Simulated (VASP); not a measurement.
## Al2Cu: single point with PBEsol

The system is Al2Cu.

```xyz
3
Lattice="4.0927 0.0002 0.0000 0.0002 4.0931 0.0000 0.0001 -0.0001 2.8384" Properties=species:S:1:pos:R:3 pbc="T T T"
Al    2.0464   -0.0002    1.4192
Al    0.0002    2.0466    1.4192
Cu    0.0000    0.0002    0.0000
```

- Program: VASP 6.6.1
- Task: single point
- Functional: PBEsol
- Potentials or basis: VASP PAW PBE potentials, release 64 (Al, Cu)
- Cutoff: 600 eV
- k mesh: 8 × 8 × 12
- Occupations: gaussian, width 0.15 eV
- Spin: no spin polarisation
- Dipole correction: no
- Further INCAR settings: ALGO = Normal; EDIFF = 1e-06; NBANDS = 16

The pressure is 0.2 GPa. The band gap on the k mesh is zero (an odd number of electrons rules out a gap without spin polarisation).

Levels at points of the mesh, in eV from the Fermi level:
| k point | band 5 | band 6 | band 7 | band 8 | band 9 | band 10 | band 11 | band 12 | band 13 | band 14 |
| --- | --- | --- | --- | --- | --- | --- | --- | --- | --- | --- |
| (0.00, 0.00, 0.00) | -4.12 | -4.12 | -2.51 | -2.51 | -0.14 | 0.79 | 6.09 | 6.09 | 6.42 | 6.99 |
| (0.50, 0.00, 0.00) | -4.44 | -4.15 | -4.12 | -1.20 | 1.50 | 1.64 | 1.85 | 7.80 | 8.30 | 9.35 |
| (0.00, 0.50, 0.00) | -4.44 | -4.15 | -4.12 | -1.20 | 1.50 | 1.64 | 1.85 | 7.80 | 8.30 | 9.35 |
| (0.50, 0.50, 0.00) | -4.48 | -4.33 | -4.15 | -4.15 | -2.50 | 8.54 | 8.54 | 9.69 | 9.87 | 10.07 |
| (0.00, 0.00, 0.50) | -4.88 | -4.16 | -3.01 | 2.46 | 2.63 | 2.63 | 2.70 | 2.70 | 3.14 | 3.86 |
| (0.50, 0.00, 0.50) | -4.24 | -4.23 | -3.14 | -2.46 | -1.64 | 3.74 | 3.94 | 4.47 | 5.07 | 6.00 |
| (0.00, 0.50, 0.50) | -4.24 | -4.23 | -3.14 | -2.46 | -1.64 | 3.74 | 3.95 | 4.47 | 5.07 | 6.00 |
| (0.50, 0.50, 0.50) | -4.00 | -3.51 | -2.34 | -2.34 | -0.83 | -0.83 | 0.04 | 0.04 | 2.34 | 11.72 |

Run time: 6.1 min on 1 thread of Oxide Virtual Turin-like Processor, on a shared host, peak memory 0.43 GiB.

Caveat: the PAW data sets were made with another functional, which shifts forces and pressure a little.
